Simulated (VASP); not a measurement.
# PtS2 (P-3m1) in VASP: a series of runs

The runs below take PtS2 through single point, with PBEsol.

Program: VASP 6.6.1. These are calculated values, not measurements. Logs are shortened: lines on timing, memory, paths and dates and some standing lists are left out, and cuts for length are marked.

### 1 The cell of the first run

It takes space group P-3m1 (No. 164, trigonal). The conventional cell has a = 3.568 Å, b = 3.568 Å, c = 4.490 Å, α = 90.00°, β = 90.00°, γ = 120.00°. Within 3.1 Å of Pt (site symmetry -3m) lie 6 S at 2.38 Å. Within 3.1 Å of S (site symmetry 3m) lie 3 Pt at 2.38 Å and 3 S at 2.95 Å.

### 2 Single point, PBEsol (volume scaled by 0.94, then relaxed in part)

INCAR

```
SYSTEM = PtS2
PREC     = Accurate       ! precision mode
ENCUT    = 520            ! plane-wave cutoff, eV
EDIFF    = 1E-6           ! SCF threshold, eV
ISMEAR   = 0              ! smearing method
SIGMA    = 0.02           ! smearing width, eV
LREAL    = .FALSE.        ! projectors in reciprocal space
LASPH    = .TRUE.         ! aspherical terms in the spheres
NELM     = 100            ! most SCF steps
ALGO     = Normal         ! electronic algorithm
ISIF     = 2              ! what is computed and relaxed
LWAVE    = .FALSE.        ! write WAVECAR
LCHARG   = .TRUE.         ! write CHGCAR
GGA      = PS             ! functional
LELF     = .TRUE.         ! ELF
LVHAR    = .TRUE.       
NBANDS   = 18             ! bands
```

KPOINTS

```
regular mesh
0
G
  12 12 8
  0 0 0
```

POSCAR

```
PtS2
1.0
    3.5680919754      0.0000000000      0.0000000000
   -1.7840459877      3.0900582937      0.0000000000
    0.0000000000      0.0000000000      4.4899037221
Pt S
1 2
Direct
    0.0000000000      0.0000000000      0.0000000000
    0.3333333333      0.6666666667      0.2651562961
    0.6666666667      0.3333333333      0.7348437039
```

Potentials or basis: VASP PAW PBE potentials, release 64 (Pt, S).

The run is started by

```
$ cat potpaw_PBE.64/Pt/POTCAR potpaw_PBE.64/S/POTCAR > POTCAR
$ mpirun -np 1 vasp_std > vasp.out
```

OUTCAR:

```text
SYSTEM = PtS2
   PREC = Accurate
   ENCUT = 520
   EDIFF = 1E-6
   ISMEAR = 0
   LREAL = .FALSE.
   LASPH = .TRUE.
   NELM = 100
   ISIF = 2
   GGA = PS

 ion  position               nearest neighbor table
   1  0.000  0.000  0.000-   2 2.38   3 2.38   2 2.38   3 2.38   3 2.38   2 2.38
   2  0.333  0.667  0.265-   1 2.38   1 2.38   1 2.38
   3  0.667  0.333  0.735-   1 2.38   1 2.38   1 2.38

  LATTYP: Found a hexagonal cell.
 ALAT       =     3.5680919754
 C/A-ratio  =     1.2583486505

  Lattice vectors:

 A1 = (   3.5680919754,   0.0000000000,   0.0000000000)
 A2 = (  -1.7840459877,   3.0900582937,   0.0000000000)
 A3 = (   0.0000000000,   0.0000000000,   4.4899037221)

Analysis of symmetry for initial positions (statically):
=====================================================================
 Subroutine PRICEL returns:
 Original cell was already a primitive cell.

 Routine SETGRP: Setting up the symmetry group for a
 hexagonal supercell.

 Subroutine GETGRP returns: Found 12 space group operations
 (whereof 12 operations were pure point group operations)
 out of a pool of 24 trial point group operations.

The static configuration has the point symmetry D_3d.

Analysis of symmetry for dynamics (positions and initial velocities):
=====================================================================
 Subroutine PRICEL returns:
 Original cell was already a primitive cell.

 Routine SETGRP: Setting up the symmetry group for a
 hexagonal supercell.

 Subroutine GETGRP returns: Found 12 space group operations
 (whereof 12 operations were pure point group operations)
 out of a pool of 24 trial point group operations.

The dynamic configuration has the point symmetry D_3d.

 Subroutine INISYM returns: Found 12 space group operations
 (whereof 12 operations are pure point group operations),
 and found     1 'primitive' translations

----------------------------------------------------------------------------------------

                                     Primitive cell

  volume of cell :      49.5039

  direct lattice vectors                    reciprocal lattice vectors
     3.568091975  0.000000000  0.000000000     0.280261834  0.161809245  0.000000000
    -1.784045988  3.090058294  0.000000000     0.000000000  0.323618490  0.000000000
     0.000000000  0.000000000  4.489903722     0.000000000  0.000000000  0.222721925

  length of vectors
     3.568091975  3.568091975  4.489903722     0.323618490  0.323618490  0.222721925

  position of ions in fractional coordinates (direct lattice)
     0.000000000  0.000000000  0.000000000
     0.333333333  0.666666667  0.265156296
     0.666666667  0.333333333  0.734843704

  ion indices of the primitive-cell ions
   primitive index   ion index
                 1           1
                 2           2
                 3           3

----------------------------------------------------------------------------------------

 KPOINTS: regular mesh

Automatic generation of k-mesh.
 Grid dimensions read from file:
 generate k-points for:   12   12    8

 Generating k-lattice:

  Cartesian coordinates                     Fractional coordinates (reciprocal lattice)
     0.023355153  0.013484104  0.000000000     0.083333333  0.000000000  0.000000000
     0.000000000  0.026968208  0.000000000     0.000000000  0.083333333  0.000000000
     0.000000000  0.000000000  0.027840241     0.000000000  0.000000000  0.125000000

  Length of vectors
     0.026968208  0.026968208  0.027840241

  Shift w.r.t. Gamma in fractional coordinates (k-lattice)
     0.000000000  0.000000000  0.000000000

 Subroutine IBZKPT returns following result:
 ===========================================

 Found    131 irreducible k-points:

 Following reciprocal coordinates:
            Coordinates               Weight
  0.000000  0.000000  0.000000      1.000000
  0.083333  0.000000  0.000000      6.000000
  0.166667  0.000000  0.000000      6.000000
  0.250000  0.000000  0.000000      6.000000
  0.333333  0.000000  0.000000      6.000000
  0.416667  0.000000  0.000000      6.000000
[... 16 lines left out ...]
  0.166667  0.000000  0.125000      6.000000
  0.000000  0.166667  0.125000      6.000000
 [... further k-points ...]
   k-points           NKPTS =    131   k-points in BZ     NKDIM =    131   number of bands    NBANDS=     18
   number of dos      NEDOS =    301   number of ions     NIONS =      3
   total plane-waves  NPLWV =  28224
   dimension x,y,z NGX =    28 NGY =   28 NGZ =   36
   dimension x,y,z NGXF=    56 NGYF=   56 NGZF=   72
   ions per type =               1   2
   NGX,Y,Z   is equivalent  to a cutoff of  13.05, 13.05, 13.33 a.u.
   NGXF,Y,Z  is equivalent  to a cutoff of  26.09, 26.09, 26.66 a.u.
 SYSTEM =  PtS2
   PREC   = accura    normal or accurate (medium, high low for compatibility)
   ISTART =      0    job   : 0-new  1-cont  2-samecut
   ICHARG =      2    charge: 1-file 2-atom 10-const
   ISPIN  =      1    spin polarized calculation?
   LNONCOLLINEAR =      F non collinear calculations
   LSORBIT =      F    spin-orbit coupling
   LASPH  =      T    aspherical Exc in radial PAW
   ENCUT  =  520.0 eV  38.22 Ry    6.18 a.u.   6.63  6.63  8.35*2*pi/ulx,y,z
   NELM   =    100;   NELMIN=  2; NELMDL= -5     # of ELM steps
   EDIFF  = 0.1E-05   stopping-criterion for ELM
   LREAL  =      F    real-space projection
   EDIFFG = 0.1E-04   stopping-criterion for IOM
   NSW    =      0    number of steps for IOM
   IBRION =     -1    ionic relax: 0-MD 1-quasi-New 2-CG
   NFREE  =      0    steps in history (QN), initial steepest desc. (CG)
   ISIF   =      2    stress and relaxation
   ISYM   =      2    0-nonsym 1-usesym 2-fastsym
   POTIM  = 0.5000    time-step for ionic-motion
   TEBEG  =    0.0;   TEEND  =   0.0 temperature during run
   PSTRESS=    0.0 pullay stress
   NELECT =      22.0000    total number of electrons
   NUPDOWN=      -1.0000    fix difference up-down
   EMIN   =  10.00;   EMAX   =-10.00  energy-range for DOS
   EFERMI =   0.00;   METHOD = LEGACY
   ISMEAR =     0;   SIGMA  =   0.02  broadening in eV -4-tet -1-fermi 0-gaus
   EFERMI_NEDOS =   21; number of points for ismear=-14 and -15
   IALGO  =     38    algorithm
   IMIX   =      4    mixing-type and parameters
     AMIX     =   0.40;   BMIX     =  1.00
     AMIX_MAG =   1.60;   BMIX_MAG =  1.00
  volume/ion in A,a.u.               =      16.50       111.36
  Fermi-wavevector in a.u.,A,eV,Ry     =   1.249307  2.360848 21.235535  1.560768
  Thomas-Fermi vector in A             =   2.383354
   LORBIT       =      0    0 simple, 1 ext, 2 COOP (PROOUT), +10 PAW based schemes
   GGA     = PS    functional components
   LHFCALC =     F    Hartree Fock is set to
   AEXX    =    0.0000 exact exchange contribution
   IVDW    =     0    specifies the selected vdW correction
   LEPSILON=     F    determine dielectric tensor
   LRPA    =     F    only Hartree local field effects (RPA)
 non-spin polarized calculation
 Gauss-broadening in eV      SIGMA  =   0.02
  energy-cutoff  :      520.00
  volume of cell :       49.50
 maximum number of plane-waves:      1373
 NGX is ok and might be reduce to    28
   NGX = 13   NGY = 13   NGZ = 17

 number of electron      22.0000000 magnetization

 Free energy of the ion-electron system (eV)
  ---------------------------------------------------
  ext. energy  EPLUGINS =         0.00000000
  ---------------------------------------------------
  free energy    TOTEN  =       -16.97661764 eV

  energy without entropy =      -16.97658081  energy(sigma->0) =      -16.97659923

 E-fermi :   8.5391     XC(G=0): -11.4942

 val. band max:        8.4808128490   @ k =   0.0000   0.0833   0.1250
 cond. band min:       8.5528121054   @ k =   0.1667   0.1667   0.5000
 fundamental gap:      0.0719992565
 Fermi energy:         8.5391317151

 k-point     1 :       0.0000    0.0000    0.0000
  band No.  band energies     occupation
      1      -7.7812      2.00000
      2      -3.8777      2.00000
      3       0.5807      2.00000
      4       1.2053      2.00000
      5       1.2053      2.00000
      6       4.1769      2.00000
[... 10 lines left out ...]
     17      15.7565      0.00000
     18      20.8671      0.00000

 k-point     2 :       0.0833    0.0000    0.0000
  band No.  band energies     occupation
      1      -7.6907      2.00000
      2      -3.9603      2.00000
      3       0.6815      2.00000
      4       1.2662      2.00000
      5       1.3248      2.00000
      6       4.0461      2.00000
[... 10 lines left out ...]
     17      16.0162      0.00000
     18      19.4818      0.00000

 k-point     3 :       0.1667    0.0000    0.0000
  band No.  band energies     occupation
      1      -7.4271      2.00000
      2      -4.1758      2.00000
      3       0.9693      2.00000
      4       1.4366      2.00000
      5       1.6442      2.00000
      6       3.5920      2.00000
[... 10 lines left out ...]
     17      16.6749      0.00000
     18      18.0520      0.00000

 k-point     4 :       0.2500    0.0000    0.0000
  band No.  band energies     occupation
      1      -7.0161      2.00000
      2      -4.4603      2.00000
      3       1.3915      2.00000
      4       1.6764      2.00000
      5       2.0036      2.00000
      6       2.8811      2.00000
[... 375 lines left out ...]
      4       1.2552      2.00000
      5       1.4812      2.00000
      6       3.9799      2.00000
[... 10 lines left out ...]
     17      16.3028      0.00000
     18      18.7395      0.00000

 k-point    23 :       0.1667    0.0000    0.1250
  band No.  band energies     occupation
      1      -7.3390      2.00000
      2      -4.3879      2.00000
      3       1.0185      2.00000
      4       1.4952      2.00000
      5       1.8037      2.00000
      6       3.6973      2.00000
[... 10 lines left out ...]
     17      15.9988      0.00000
     18      17.5756      0.00000

 k-point    24 :       0.0000    0.1667    0.1250
  band No.  band energies     occupation
      1      -7.3499      2.00000
      2      -4.3393      2.00000
      3       0.8569      2.00000
      4       1.3954      2.00000
      5       1.9843      2.00000
      6       3.3856      2.00000
[... 10 lines left out ...]
     17      17.2685      0.00000
     18      17.5811      0.00000

 [... further k-points ...]
[... 5 lines left out ...]
  --------------------------------------------------------------------------------------
  -------------------------------------------------------------------------------------
  Total        0.6099939      0.6099939      0.7059547      0.0000000      0.0000000      0.0000000
  in kB       19.7422365     19.7422365     22.8479741      0.0000000      0.0000000      0.0000000
  external PRESSURE =      20.7774824 kB  Pullay stress =       0.0000000 kB

 VOLUME and BASIS-vectors are now :
 -----------------------------------------------------------------------------
  energy-cutoff  :      520.00
  volume of cell :       49.50
      direct lattice vectors                 reciprocal lattice vectors
     3.568091975  0.000000000  0.000000000     0.280261834  0.161809245  0.000000000
    -1.784045988  3.090058294  0.000000000     0.000000000  0.323618490  0.000000000
     0.000000000  0.000000000  4.489903722     0.000000000  0.000000000  0.222721925

 POSITION                                       TOTAL-FORCE (eV/Angst)
 -----------------------------------------------------------------------------------
      0.00000      0.00000      0.00000         0.000000      0.000000      0.000000
     -0.00000      2.06004      1.19053        -0.000000      0.000000     -0.023609
      1.78405      1.03002      3.29938         0.000000     -0.000000      0.023609
 -----------------------------------------------------------------------------------
    total drift:                               -0.000000      0.000000      0.000000

  FREE ENERGIE OF THE ION-ELECTRON SYSTEM (eV)
  ---------------------------------------------------
  free  energy   TOTEN  =       -16.9766176359 eV

  energy  without entropy=      -16.9765808144  energy(sigma->0) =      -16.97659923
```

It took 91 s on 1 thread of Intel Xeon 6975P-C (Granite Rapids), shared host; peak memory 0.25 GiB.

Results:

```
Free energy            : -16.9766 eV
Pressure               : 2.1 GPa
Largest force          : 0.024 eV/Å
Band gap on the k mesh : zero (band 11 reaches 8.80 eV, above the bottom of band 12 at 8.55 eV)
```

Forces in eV/Å, atoms in the order of the input:
```
Pt   0.000  0.000  0.000
S    0.000  0.000 -0.024
S    0.000  0.000  0.024
```

Caveat: the PAW data sets were made with another functional, which shifts forces and pressure a little; spin-orbit coupling is left out, which moves the levels of the heavy elements.

(Continued in part 2 of 3.)
